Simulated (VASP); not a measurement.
# Ge (Cmcm) in VASP: notebook

Ge is run at these levels: RPBE, LDA; tasks: single point, relaxation of cell and atoms.

Program: VASP 6.6.1. These are calculated values, not measurements. Logs are shortened: lines on timing, memory, paths and dates and some standing lists are left out, and cuts for length are marked.

## 1. The cell of the first run

The structure is orthorhombic, space group Cmcm (No. 63). The conventional cell has a = 3.027 Å, b = 5.303 Å, c = 4.925 Å, α = 90.00°, β = 90.00°, γ = 90.00°. Within 4.0 Å of Ge (site symmetry m2m) lie 12 Ge at 3.02 to 3.05 Å.

## 2. Single point, RPBE

INCAR

```
SYSTEM = Ge
PREC     = Accurate       ! precision mode
ENCUT    = 520            ! plane-wave cutoff, eV
EDIFF    = 1E-6           ! SCF threshold, eV
ISMEAR   = -1             ! smearing method
SIGMA    = 0.05           ! smearing width, eV
LREAL    = .False.        ! projectors in reciprocal space
LASPH    = .True.         ! aspherical terms in the spheres
NELM     = 60             ! most SCF steps
ALGO     = Normal         ! electronic algorithm
ISIF     = 2              ! what is computed and relaxed
LWAVE    = .False.        ! write WAVECAR
LCHARG   = .False.        ! write CHGCAR
GGA      = RP             ! functional
NBANDS   = 21             ! bands
```

KPOINTS

```
Automatic mesh
0
Gamma
  10 10 6
  0 0 0
```

POSCAR

```
Ge
1.0
    1.5135337943     -2.6515961078      0.0000000000
    1.5135337943      2.6515961078      0.0000000000
    0.0000000000      0.0000000000      4.9247518406
Ge
2
Direct
    0.3335865282      0.6664134718      0.2500000000
    0.6664134718      0.3335865282      0.7500000000
```

Potentials or basis: VASP PAW PBE potentials, release 64 (Ge_d).

Run with:

```console
$ cat potpaw_PBE.64/Ge_d/POTCAR > POTCAR
$ mpirun -np 1 vasp_std > vasp.out
```

OUTCAR:

```text
SYSTEM = Ge
   PREC = Accurate
   ENCUT = 520
   EDIFF = 1E-6
   ISMEAR = -1
   LREAL = .False.
   LASPH = .True.
   NELM = 60
   ISIF = 2
   GGA = RP

 ion  position               nearest neighbor table
   1  0.334  0.666  0.250-
   2  0.666  0.334  0.750-

  LATTYP: Found a base centered orthorhombic cell.
 ALAT       =     3.0270675886
 B/A-ratio  =     1.7519239529
 C/A-ratio  =     1.6269051471

  Lattice vectors:

 A1 = (   1.5135337943,  -2.6515961078,   0.0000000000)
 A2 = (   1.5135337943,   2.6515961078,   0.0000000000)
 A3 = (   0.0000000000,   0.0000000000,   4.9247518406)

Analysis of symmetry for initial positions (statically):
=====================================================================
 Subroutine PRICEL returns:
 Original cell was already a primitive cell.

 Routine SETGRP: Setting up the symmetry group for a
 base centered orthorhombic supercell.

 Subroutine GETGRP returns: Found  8 space group operations
 (whereof  4 operations were pure point group operations)
 out of a pool of  8 trial point group operations.

The static configuration has the point symmetry C_2h.
 The point group associated with its full space group is D_2h.

Analysis of symmetry for dynamics (positions and initial velocities):
=====================================================================
 Subroutine PRICEL returns:
 Original cell was already a primitive cell.

 Routine SETGRP: Setting up the symmetry group for a
 base centered orthorhombic supercell.

 Subroutine GETGRP returns: Found  8 space group operations
 (whereof  4 operations were pure point group operations)
 out of a pool of  8 trial point group operations.

The dynamic configuration has the point symmetry C_2h.
 The point group associated with its full space group is D_2h.

 Subroutine INISYM returns: Found  8 space group operations
 (whereof  4 operations are pure point group operations),
 and found     1 'primitive' translations

----------------------------------------------------------------------------------------

                                     Primitive cell

  volume of cell :      39.5288

  direct lattice vectors                    reciprocal lattice vectors
     1.513533794 -2.651596108  0.000000000     0.330352716 -0.188565671  0.000000000
     1.513533794  2.651596108  0.000000000     0.330352716  0.188565671  0.000000000
     0.000000000  0.000000000  4.924751841     0.000000000  0.000000000  0.203055917

  length of vectors
     3.053153528  3.053153528  4.924751841     0.380381295  0.380381295  0.203055917

  position of ions in fractional coordinates (direct lattice)
     0.333586528  0.666413472  0.250000000
     0.666413472  0.333586528  0.750000000

  ion indices of the primitive-cell ions
   primitive index   ion index
                 1           1
                 2           2

----------------------------------------------------------------------------------------

 KPOINTS: Automatic mesh

Automatic generation of k-mesh.
 Grid dimensions read from file:
 generate k-points for:   10   10    6

 Generating k-lattice:

  Cartesian coordinates                     Fractional coordinates (reciprocal lattice)
     0.033035272 -0.018856567  0.000000000     0.100000000  0.000000000  0.000000000
     0.033035272  0.018856567  0.000000000     0.000000000  0.100000000  0.000000000
     0.000000000  0.000000000  0.033842653     0.000000000  0.000000000  0.166666667

  Length of vectors
     0.038038129  0.038038129  0.033842653

  Shift w.r.t. Gamma in fractional coordinates (k-lattice)
     0.000000000  0.000000000  0.000000000

 Subroutine IBZKPT returns following result:
 ===========================================

 Found    124 irreducible k-points:

 Following reciprocal coordinates:
            Coordinates               Weight
  0.000000  0.000000  0.000000      1.000000
  0.100000  0.000000  0.000000      4.000000
  0.200000  0.000000  0.000000      4.000000
  0.300000  0.000000  0.000000      4.000000
  0.400000  0.000000  0.000000      4.000000
  0.500000  0.000000  0.000000      2.000000
[... 16 lines left out ...]
  0.300000  0.300000  0.000000      2.000000
  0.400000  0.300000  0.000000      4.000000
 [... further k-points ...]
   k-points           NKPTS =    124   k-points in BZ     NKDIM =    124   number of bands    NBANDS=     21
   number of dos      NEDOS =    301   number of ions     NIONS =      2
   total plane-waves  NPLWV =  23040
   dimension x,y,z NGX =    24 NGY =   24 NGZ =   40
   dimension x,y,z NGXF=    48 NGYF=   48 NGZF=   80
   ions per type =               2
   NGX,Y,Z   is equivalent  to a cutoff of  13.07, 13.07, 13.50 a.u.
   NGXF,Y,Z  is equivalent  to a cutoff of  26.14, 26.14, 27.01 a.u.
 SYSTEM =  Ge
   PREC   = accura    normal or accurate (medium, high low for compatibility)
   ISTART =      0    job   : 0-new  1-cont  2-samecut
   ICHARG =      2    charge: 1-file 2-atom 10-const
   ISPIN  =      1    spin polarized calculation?
   LNONCOLLINEAR =      F non collinear calculations
   LSORBIT =      F    spin-orbit coupling
   LASPH  =      T    aspherical Exc in radial PAW
   ENCUT  =  520.0 eV  38.22 Ry    6.18 a.u.   5.68  5.68  9.16*2*pi/ulx,y,z
   NELM   =     60;   NELMIN=  2; NELMDL= -5     # of ELM steps
   EDIFF  = 0.1E-05   stopping-criterion for ELM
   LREAL  =      F    real-space projection
   EDIFFG = 0.1E-04   stopping-criterion for IOM
   NSW    =      0    number of steps for IOM
   IBRION =     -1    ionic relax: 0-MD 1-quasi-New 2-CG
   NFREE  =      0    steps in history (QN), initial steepest desc. (CG)
   ISIF   =      2    stress and relaxation
   ISYM   =      2    0-nonsym 1-usesym 2-fastsym
   POTIM  = 0.5000    time-step for ionic-motion
   TEBEG  =    0.0;   TEEND  =   0.0 temperature during run
   PSTRESS=    0.0 pullay stress
   NELECT =      28.0000    total number of electrons
   NUPDOWN=      -1.0000    fix difference up-down
   EMIN   =  10.00;   EMAX   =-10.00  energy-range for DOS
   EFERMI =   0.00;   METHOD = LEGACY
   ISMEAR =    -1;   SIGMA  =   0.05  broadening in eV -4-tet -1-fermi 0-gaus
   EFERMI_NEDOS =   21; number of points for ismear=-14 and -15
   IALGO  =     38    algorithm
   IMIX   =      4    mixing-type and parameters
     AMIX     =   0.40;   BMIX     =  1.00
     AMIX_MAG =   1.60;   BMIX_MAG =  1.00
  volume/ion in A,a.u.               =      19.76       133.38
  Fermi-wavevector in a.u.,A,eV,Ry     =   1.459339  2.757751 28.975929  2.129671
  Thomas-Fermi vector in A             =   2.575918
   LORBIT       =      0    0 simple, 1 ext, 2 COOP (PROOUT), +10 PAW based schemes
   GGA     = RP    functional components
   LHFCALC =     F    Hartree Fock is set to
   AEXX    =    0.0000 exact exchange contribution
   IVDW    =     0    specifies the selected vdW correction
   LEPSILON=     F    determine dielectric tensor
   LRPA    =     F    only Hartree local field effects (RPA)
 non-spin polarized calculation
  energy-cutoff  :      520.00
  volume of cell :       39.53
 maximum number of plane-waves:      1087
   NGX = 11   NGY = 11   NGZ = 19

 number of electron      28.0000024 magnetization

 Free energy of the ion-electron system (eV)
  ---------------------------------------------------
  ext. energy  EPLUGINS =         0.00000000
  ---------------------------------------------------
  free energy    TOTEN  =        -7.67276675 eV

  energy without entropy =       -7.66503686  energy(sigma->0) =       -7.66890180

 E-fermi :   6.3984     XC(G=0): -10.9681

 val. band max:        6.3281183435   @ k =  -0.3000   0.2000   0.1667
 cond. band min:       6.3992346150   @ k =   0.5000   0.2000   0.5000
 fundamental gap:      0.0711162715
 Fermi energy:         6.3983530632

 k-point     1 :       0.0000    0.0000    0.0000
  band No.  band energies     occupation
      1     -18.3798      2.00000
      2     -18.3771      2.00000
      3     -18.3768      2.00000
      4     -18.3722      2.00000
      5     -18.3709      2.00000
      6     -18.3663      2.00000
[... 13 lines left out ...]
     20      18.9758      0.00000
     21      19.9127      0.00000

 k-point     2 :       0.1000    0.0000    0.0000
  band No.  band energies     occupation
      1     -18.3835      2.00000
      2     -18.3772      2.00000
      3     -18.3695      2.00000
      4     -18.3666      2.00000
      5     -18.3646      2.00000
      6     -18.3613      2.00000
[... 13 lines left out ...]
     20      19.0459      0.00000
     21      20.1876      0.00000

 k-point     3 :       0.2000    0.0000    0.0000
  band No.  band energies     occupation
      1     -18.3956      2.00000
      2     -18.3729      2.00000
      3     -18.3649      2.00000
      4     -18.3626      2.00000
      5     -18.3615      2.00000
      6     -18.3504      2.00000
[... 13 lines left out ...]
     20      18.5771      0.00000
     21      19.8125      0.00000

 k-point     4 :       0.3000    0.0000    0.0000
  band No.  band energies     occupation
      1     -18.4086      2.00000
      2     -18.3771      2.00000
      3     -18.3746      2.00000
      4     -18.3701      2.00000
      5     -18.3494      2.00000
      6     -18.3275      2.00000
[... 13 lines left out ...]
     20      17.6714      0.00000
     21      19.0377      0.00000

 k-point     5 :       0.4000    0.0000    0.0000
  band No.  band energies     occupation
      1     -18.4184      2.00000
      2     -18.3880      2.00000
      3     -18.3779      2.00000
      4     -18.3757      2.00000
      5     -18.3384      2.00000
      6     -18.3355      2.00000
[... 13 lines left out ...]
     20      17.2149      0.00000
     21      18.5189      0.00000
[... 382 lines left out ...]
     20      16.8945      0.00000
     21      19.6825      0.00000

 k-point    22 :      -0.2000    0.2000    0.0000
  band No.  band energies     occupation
      1     -18.3988      2.00000
      2     -18.3748      2.00000
      3     -18.3652      2.00000
      4     -18.3631      2.00000
      5     -18.3612      2.00000
      6     -18.3483      2.00000
[... 13 lines left out ...]
     20      18.5517      0.00000
     21      20.0047      0.00000

 k-point    23 :       0.3000    0.3000    0.0000
  band No.  band energies     occupation
      1     -18.4039      2.00000
      2     -18.3674      2.00000
      3     -18.3657      2.00000
      4     -18.3606      2.00000
      5     -18.3477      2.00000
      6     -18.3347      2.00000
[... 13 lines left out ...]
     20      21.3910      0.00000
     21      21.9281      0.00000

 k-point    24 :       0.4000    0.3000    0.0000
  band No.  band energies     occupation
      1     -18.4036      2.00000
      2     -18.3668      2.00000
      3     -18.3645      2.00000
      4     -18.3593      2.00000
      5     -18.3485      2.00000
      6     -18.3371      2.00000
[... 13 lines left out ...]
     20      21.5834      0.00000
     21      22.2160      0.00000

 [... further k-points ...]

------------------------ aborting loop because EDIFF is reached ----------------------------------------

  FORCE on cell =-STRESS in cart. coord.  units (eV):
  Direction    XX          YY          ZZ          XY          YZ          ZX
  --------------------------------------------------------------------------------------
  -------------------------------------------------------------------------------------
  Total       -0.0056888      0.0072465      0.0032456      0.0000000      0.0000000      0.0000000
  in kB       -0.2305783      0.2937145      0.1315504      0.0000000      0.0000000      0.0000000
  external PRESSURE =       0.0648956 kB  Pullay stress =       0.0000000 kB

 VOLUME and BASIS-vectors are now :
 -----------------------------------------------------------------------------
  energy-cutoff  :      520.00
  volume of cell :       39.53
      direct lattice vectors                 reciprocal lattice vectors
     1.513533794 -2.651596108  0.000000000     0.330352716 -0.188565671  0.000000000
     1.513533794  2.651596108  0.000000000     0.330352716  0.188565671  0.000000000
     0.000000000  0.000000000  4.924751841     0.000000000  0.000000000  0.203055917

 POSITION                                       TOTAL-FORCE (eV/Angst)
 -----------------------------------------------------------------------------------
      1.51353      0.88252      1.23119         0.000000     -0.000654      0.000000
      1.51353     -0.88252      3.69356         0.000000      0.000654     -0.000000
 -----------------------------------------------------------------------------------
    total drift:                                0.000000     -0.000000      0.000000

  FREE ENERGIE OF THE ION-ELECTRON SYSTEM (eV)
  ---------------------------------------------------
  free  energy   TOTEN  =        -7.6727667487 eV

  energy  without entropy=       -7.6650368552  energy(sigma->0) =       -7.66890180
```

Run time: 23 s. Hardware: 1 thread of Intel Xeon 6975P-C (Granite Rapids), shared host; peak memory 0.21 GiB.

What came out:

* Free energy: -7.6728 eV
* Pressure: 0.0 GPa
* Band gap on the k mesh: zero (band 14 reaches 12.84 eV, above the bottom of band 15 at 4.34 eV)

Caveat: the PAW data sets were made with another functional, which shifts forces and pressure a little.

(Part 1 of 2 ends here.)
